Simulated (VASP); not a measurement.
# HfN: single point with PBEsol

The system is HfN.

```xyz
4
Lattice="3.1339 0.0000 0.0000 -1.5670 2.7140 0.0000 0.0000 0.0000 5.4168" Properties=species:S:1:pos:R:3 pbc="T T T"
Hf    0.0000    1.8094    1.3542
Hf    1.5670    0.9047    4.0626
N     0.0000    0.0000    2.7084
N     0.0000    0.0000    0.0000
```

```
Program                : VASP 6.6.1
Task                   : single point
Functional             : PBEsol
Potentials or basis    : VASP PAW PBE potentials, release 64 (Hf_pv, N)
Cutoff                 : 520 eV
k mesh                 : 6 × 6 × 3
Occupations            : fermi-dirac, width 0.05 eV
Spin                   : no spin polarisation
Dipole correction      : no
Further INCAR settings : ALGO = Normal; EDIFF = 1e-07; NBANDS = 23
```

| Item | Value |
| --- | --- |
| Pressure | -4.7 GPa |
| Band gap on the k mesh | zero (band 15 reaches 8.85 eV, above the bottom of band 16 at 7.88 eV) |

Stress tensor (GPa, compression positive):
```
-5.32  0.00  0.00
 0.00 -5.32  0.00
 0.00  0.00 -3.33
```

Levels at points of the mesh, in eV from the Fermi level:
```csv
k point,band 13,band 14,band 15,band 16,band 17,band 18
"(0.00, 0.00, 0.00)",-3.77,-1.90,-0.83,0.51,0.51,0.85
"(0.50, 0.00, 0.00)",-3.44,-3.02,-2.60,2.25,2.54,4.26
```

Run time: 29 s on 1 thread of Intel Xeon 6975P-C, with other jobs on the host, peak memory 0.16 GiB.

Caveat: the k points lie up to 0.39 Å⁻¹ apart; the PAW data sets were made with another functional, which shifts forces and pressure a little; spin-orbit coupling is left out, which moves the levels of the heavy elements.
